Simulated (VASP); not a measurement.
# WS2 (P1) in VASP: further runs

WS2 is run at these levels: PBEsol; tasks: single point.

Program: VASP 6.6.1. These are calculated values, not measurements. Logs are shortened: lines on timing, memory, paths and dates and some standing lists are left out, and cuts for length are marked.

**1. The cell of the first run**

The typed cell holds 6 atoms: a = 3.178 Å, b = 3.520 Å, c = 12.710 Å, α = 89.60°, β = 95.16°, γ = 117.72°.

**2. Single point, PBEsol (atoms moved at random and the cell strained at random)**

The input, INCAR:

```
SYSTEM = WS2
ALGO     = Fast           ! electronic algorithm
EDIFF    = 1E-6           ! SCF threshold, eV
ENCUT    = 520            ! plane-wave cutoff, eV
GGA      = PS             ! functional
ISIF     = 2              ! what is computed and relaxed
ISMEAR   = 0              ! smearing method
LASPH    = .TRUE.         ! aspherical terms in the spheres
LCHARG   = .FALSE.        ! write CHGCAR
LREAL    = .FALSE.        ! projectors in reciprocal space
LWAVE    = .FALSE.        ! write WAVECAR
NBANDS   = 35             ! bands
NELM     = 80             ! most SCF steps
PREC     = Accurate       ! precision mode
SIGMA    = 0.05           ! smearing width, eV
```

The input, KPOINTS:

```
k-points
0
G
  12 12 4
  0 0 0
```

The input, POSCAR:

```
WS2
1.0
    3.1744177677     -0.0274951233     -0.1445930972
   -1.6110203591      3.1296510364      0.0157636637
   -0.5683691534     -0.2565981114     12.6951412379
W S
2 4
Direct
    0.3726426068      0.7091300559      0.2461491974
    0.5982759928      0.3509123144      0.7380307877
    0.3241937222      0.7430418747      0.6009789017
    0.6718586769      0.3120461061      0.1027898631
    0.3439398165      0.5973229820      0.9192424222
    0.6890891848      0.2875466670      0.3928088278
```

Potentials or basis: VASP PAW PBE potentials, release 64 (W_sv, S).

Command:

```console
cat potpaw_PBE.64/W_sv/POTCAR potpaw_PBE.64/S/POTCAR > POTCAR
mpirun -np 1 vasp_std > vasp.out
```

OUTCAR:

```text
SYSTEM = WS2
   EDIFF = 1E-6
   ENCUT = 520
   GGA = PS
   ISIF = 2
   ISMEAR = 0
   LASPH = .TRUE.
   LREAL = .FALSE.
   NELM = 80
   PREC = Accurate

 ion  position               nearest neighbor table
   1  0.373  0.709  0.246-   6 2.54   4 2.58   4 2.67   6 2.77   4 2.79   6 2.84
   2  0.598  0.351  0.738-   3 2.53   3 2.55   5 2.78   3 2.83   5 2.97
   3  0.324  0.743  0.601-   2 2.53   2 2.55   2 2.83
   4  0.672  0.312  0.103-   1 2.58   1 2.67   1 2.79
   5  0.344  0.597  0.919-   2 2.78   2 2.97
   6  0.689  0.288  0.393-   1 2.54   1 2.77   1 2.84

  LATTYP: Found a triclinic cell.
 ALAT       =     3.1778280805
 B/A-ratio  =     1.1076725701
 C/A-ratio  =     3.9997281234
 COS(alpha) =     0.0069894692
 COS(beta)  =     0.0899398381
 COS(gamma) =     0.4650824657

  Lattice vectors:

 A1 = (   3.1744177677,  -0.0274951233,  -0.1445930972)
 A2 = (   1.6110203591,  -3.1296510364,  -0.0157636637)
 A3 = (   0.5683691534,   0.2565981114, -12.6951412379)

Analysis of symmetry for initial positions (statically):
=====================================================================
 Subroutine PRICEL returns:
 Original cell was already a primitive cell.

 Routine SETGRP: Setting up the symmetry group for a
 triclinic supercell.

 Subroutine GETGRP returns: Found  1 space group operations
 (whereof  1 operations were pure point group operations)
 out of a pool of  2 trial point group operations.

The static configuration has the point symmetry C_1 .

Analysis of symmetry for dynamics (positions and initial velocities):
=====================================================================
 Subroutine PRICEL returns:
 Original cell was already a primitive cell.

 Routine SETGRP: Setting up the symmetry group for a
 triclinic supercell.

 Subroutine GETGRP returns: Found  1 space group operations
 (whereof  1 operations were pure point group operations)
 out of a pool of  2 trial point group operations.

The dynamic configuration has the point symmetry C_1 .

 Subroutine INISYM returns: Found  1 space group operations
 (whereof  1 operations are pure point group operations),
 and found     1 'primitive' translations

----------------------------------------------------------------------------------------

                                     Primitive cell

  volume of cell :     125.2577
[... 98 lines left out ...]
   LREAL  =      F    real-space projection
   EDIFFG = 0.1E-04   stopping-criterion for IOM
   NSW    =      0    number of steps for IOM
   IBRION =     -1    ionic relax: 0-MD 1-quasi-New 2-CG
   NFREE  =      0    steps in history (QN), initial steepest desc. (CG)
   ISIF   =      2    stress and relaxation
   ISYM   =      2    0-nonsym 1-usesym 2-fastsym
   POTIM  = 0.5000    time-step for ionic-motion
   TEBEG  =    0.0;   TEEND  =   0.0 temperature during run
   PSTRESS=    0.0 pullay stress
   NELECT =      52.0000    total number of electrons
   NUPDOWN=      -1.0000    fix difference up-down
   EMIN   =  10.00;   EMAX   =-10.00  energy-range for DOS
   EFERMI =   0.00;   METHOD = LEGACY
   ISMEAR =     0;   SIGMA  =   0.05  broadening in eV -4-tet -1-fermi 0-gaus
   EFERMI_NEDOS =   21; number of points for ismear=-14 and -15
   IALGO  =     68    algorithm
   IMIX   =      4    mixing-type and parameters
     AMIX     =   0.40;   BMIX     =  1.00
     AMIX_MAG =   1.60;   BMIX_MAG =  1.00
  volume/ion in A,a.u.               =      20.88       140.88
  Fermi-wavevector in a.u.,A,eV,Ry     =   1.221259  2.307845 20.292730  1.491474
  Thomas-Fermi vector in A             =   2.356448
   LORBIT       =      0    0 simple, 1 ext, 2 COOP (PROOUT), +10 PAW based schemes
   GGA     = PS    functional components
   LHFCALC =     F    Hartree Fock is set to
   AEXX    =    0.0000 exact exchange contribution
   IVDW    =     0    specifies the selected vdW correction
   LEPSILON=     F    determine dielectric tensor
   LRPA    =     F    only Hartree local field effects (RPA)
 non-spin polarized calculation
 RMM-DIIS sequential band-by-band and
 Gauss-broadening in eV      SIGMA  =   0.05
  energy-cutoff  :      520.00
  volume of cell :      125.26
 maximum number of plane-waves:      3409
   NGX = 11   NGY = 13   NGZ = 47

 number of electron      51.9999999 magnetization

 Free energy of the ion-electron system (eV)
  ---------------------------------------------------
  ext. energy  EPLUGINS =         0.00000000
  ---------------------------------------------------
  free energy    TOTEN  =       -43.54572479 eV

  energy without entropy =      -43.54419548  energy(sigma->0) =      -43.54496013

 E-fermi :   5.5221     XC(G=0): -10.6169

 val. band max:        5.5195827959   @ k =  -0.0000   0.2500   0.2500
 cond. band min:       5.5290362418   @ k =   0.0000   0.4167   0.5000
 fundamental gap:      0.0094534459
 Fermi energy:         5.5221451216

 k-point     1 :       0.0000    0.0000    0.0000
  band No.  band energies     occupation
      1     -69.5607      2.00000
      2     -69.5474      2.00000
      3     -33.6852      2.00000
      4     -33.6647      2.00000
      5     -33.6015      2.00000
      6     -33.5667      2.00000
[... 901 lines left out ...]
     34       8.6052      0.00000
     35       9.1850      0.00000

 [... further k-points ...]

------------------------ aborting loop because EDIFF is reached ----------------------------------------

  FORCE on cell =-STRESS in cart. coord.  units (eV):
  Direction    XX          YY          ZZ          XY          YZ          ZX
  --------------------------------------------------------------------------------------
  -------------------------------------------------------------------------------------
  Total      -12.0645519    -22.5550392    -28.8075825      1.1247108      2.3441325      1.9778313
  in kB     -154.3182453   -288.5025579   -368.4791302     14.3862286     29.9839076     25.2985324
  external PRESSURE =    -270.4333111 kB  Pullay stress =       0.0000000 kB

 VOLUME and BASIS-vectors are now :
 -----------------------------------------------------------------------------
  energy-cutoff  :      520.00
  volume of cell :      125.26
      direct lattice vectors                 reciprocal lattice vectors
     3.174417768 -0.027495123 -0.144593097     0.317229205  0.163208874  0.017501372
    -1.611020359  3.129651036  0.015763664     0.003082898  0.321078012  0.006627751
    -0.568369153 -0.256598111 12.695141238     0.003609299  0.001460205  0.078961398

 POSITION                                       TOTAL-FORCE (eV/Angst)
 -----------------------------------------------------------------------------------
     -0.09940      2.14592      3.08220         0.357120     -1.532534      0.190185
      0.91438      0.89241      9.28843         0.919572      0.957235      0.926620
     -0.50951      2.16234      7.59435        -0.566917     -0.682852      3.510731
      1.57162      0.93175      1.21270        -0.320001      0.491712      3.671913
     -0.39296      1.62408     11.62960        -0.327670     -0.179024     -4.354294
      1.50095      0.78018      4.89166        -0.062103      0.945462     -3.945155
 -----------------------------------------------------------------------------------
    total drift:                               -0.000048      0.000248     -0.000242

  FREE ENERGIE OF THE ION-ELECTRON SYSTEM (eV)
  ---------------------------------------------------
  free  energy   TOTEN  =       -43.5457247891 eV

  energy  without entropy=      -43.5441954804  energy(sigma->0) =      -43.54496013
```

OSZICAR:

```text
N       E                     dE             d eps       ncg     rms          rms(c)
DAV:   1     0.477855183935E+03    0.47786E+03   -0.27873E+04 22648   0.144E+03
DAV:   2    -0.149155110486E+02   -0.49277E+03   -0.47596E+03 23670   0.385E+02
DAV:   3    -0.471027509834E+02   -0.32187E+02   -0.31290E+02 25559   0.904E+01
DAV:   4    -0.480601224129E+02   -0.95737E+00   -0.94864E+00 25407   0.157E+01
DAV:   5    -0.480797454860E+02   -0.19623E-01   -0.19591E-01 24970   0.242E+00    0.218E+01
RMM:   6    -0.470635230193E+02    0.10162E+01   -0.19587E+01 26042   0.184E+01    0.122E+01
RMM:   7    -0.445979045478E+02    0.24656E+01   -0.40421E+00 24107   0.826E+00    0.833E+00
RMM:   8    -0.437377208958E+02    0.86018E+00   -0.12808E+00 25206   0.451E+00    0.370E+00
RMM:   9    -0.435617549827E+02    0.17597E+00   -0.70135E-01 27861   0.334E+00    0.145E+00
RMM:  10    -0.435508375112E+02    0.10917E-01   -0.13171E-01 29990   0.140E+00    0.864E-01
RMM:  11    -0.435456309200E+02    0.52066E-02   -0.26030E-02 27672   0.788E-01    0.273E-01
RMM:  12    -0.435457392406E+02   -0.10832E-03   -0.67773E-03 30695   0.350E-01    0.886E-02
RMM:  13    -0.435457035544E+02    0.35686E-04   -0.13058E-03 28106   0.160E-01    0.603E-02
RMM:  14    -0.435457259434E+02   -0.22389E-04   -0.26109E-04 30398   0.854E-02    0.201E-02
RMM:  15    -0.435457243682E+02    0.15751E-05   -0.63623E-05 29742   0.433E-02    0.127E-02
RMM:  16    -0.435457249077E+02   -0.53947E-06   -0.11884E-05 28148   0.161E-02    0.438E-03
RMM:  17    -0.435457247891E+02    0.11860E-06   -0.22412E-06 19340   0.736E-03
   1 F= -.43545725E+02 E0= -.43544960E+02  d E =-.152931E-02
```

Run time: 20 min. Hardware: 1 thread of Oxide Virtual Turin-like, shared host; peak memory 0.95 GiB.

What came out:

```yaml
Free_energy: -43.5457 eV
Pressure: -27.0 GPa
Largest_force: 4.370 eV/Å
Band_gap_on_the_k_mesh: zero (bands 26 and 27 overlap by 0.14 eV)
```

Forces in eV/Å, atoms in the order of the input:
```
W    0.357 -1.533  0.190
W    0.920  0.957  0.927
S   -0.567 -0.683  3.511
S   -0.320  0.492  3.672
S   -0.328 -0.179 -4.354
S   -0.062  0.945 -3.945
```

Caveat: the cell differs from its parent crystal (atoms moved at random and the cell strained at random); the cell stands under tension; the PAW data sets were made with another functional, which shifts forces and pressure a little; spin-orbit coupling is left out, which moves the levels of the heavy elements.

**3. Single point, PBEsol (atoms moved at random)**

The input, INCAR:

```
SYSTEM = WS2
ALGO     = Normal         ! electronic algorithm
EDIFF    = 1E-7           ! SCF threshold, eV
ENCUT    = 520            ! plane-wave cutoff, eV
GGA      = PS             ! functional
ISIF     = 2              ! what is computed and relaxed
ISMEAR   = 0              ! smearing method
LASPH    = .True.         ! aspherical terms in the spheres
LCHARG   = .False.        ! write CHGCAR
LREAL    = .False.        ! projectors in reciprocal space
LWAVE    = .False.        ! write WAVECAR
NBANDS   = 35             ! bands
NELM     = 80             ! most SCF steps
PREC     = Accurate       ! precision mode
SIGMA    = 0.05           ! smearing width, eV
```

The input, KPOINTS:

```
k-points
0
Gamma
  12 12 4
  0 0 0
```

The input, POSCAR:

```
WS2
1.0
    3.1799996605      0.0000000000      0.0000000000
   -1.5899998303      2.7539604900      0.0000000000
    0.0000000000      0.0000000000     12.5000000000
W S
2 4
Direct
    0.2957971253      0.6618674221      0.2558530329
    0.6968541096      0.4102717716      0.7361535109
    0.3856754883      0.6651580109      0.6309670777
    0.6482525192      0.2909712660      0.1172936044
    0.3487047825      0.6796746301      0.8755981610
    0.6247159752      0.2920568993      0.3841346131
```

Potentials or basis: VASP PAW PBE potentials, release 64 (W_sv, S).

Command:

```console
cat potpaw_PBE.64/W_sv/POTCAR potpaw_PBE.64/S/POTCAR > POTCAR
mpirun -np 1 vasp_std > vasp.out
```

It took 42 min on 1 thread of Oxide Virtual Turin-like, shared host; peak memory 0.83 GiB.

It converged, with:

* Free energy: -48.3821 eV
* Pressure: 0.3 GPa
* Largest force: 11.006 eV/Å
* Band gap on the k mesh: 0.17 eV (least direct gap 0.48 eV)

Forces in eV/Å, atoms in the order of the input:
```
W    1.222 -1.624 -1.536
W    4.788 -4.880  8.625
S   -4.661  3.772 -6.736
S   -0.773  0.692  2.450
S   -0.142  1.072 -1.864
S   -0.433  0.968 -0.939
```

Stress tensor (GPa, compression positive):
```
 3.98 -3.34  9.48
-3.34 -3.23 -3.88
 9.48 -3.88  0.14
```

Levels at points of the mesh, in eV from the valence-band top:
```tsv
k point	band 22	band 23	band 24	band 25	band 26	band 27	band 28	band 29	band 30	band 31
(0.00, 0.00, 0.00)	-2.33	-1.58	-1.48	-1.39	0.00	0.48	1.08	1.16	1.47	1.99
(0.50, 0.00, 0.00)	-3.30	-2.49	-2.37	-1.46	-0.97	1.41	1.56	1.91	2.07	2.36
(0.00, 0.50, 0.00)	-2.99	-2.39	-2.28	-1.68	-1.03	1.50	1.68	1.89	2.14	2.51
(0.50, 0.50, 0.00)	-3.10	-2.73	-2.07	-1.91	-1.60	1.25	1.82	1.94	2.03	2.36
(0.00, 0.00, 0.50)	-2.54	-1.55	-1.46	-1.19	0.00	0.47	1.06	1.18	1.47	1.99
(0.50, 0.00, 0.50)	-3.33	-2.50	-2.36	-1.42	-1.00	1.40	1.58	1.91	2.15	2.30
(0.00, 0.50, 0.50)	-3.05	-2.39	-2.30	-1.64	-1.04	1.51	1.69	1.89	2.23	2.50
(0.50, 0.50, 0.50)	-3.13	-2.74	-2.09	-1.83	-1.64	1.25	1.89	1.96	2.04	2.35
```

Caveat: the cell differs from its parent crystal (atoms moved at random); the PAW data sets were made with another functional, which shifts forces and pressure a little; spin-orbit coupling is left out, which moves the levels of the heavy elements. A k mesh can miss the band edges.
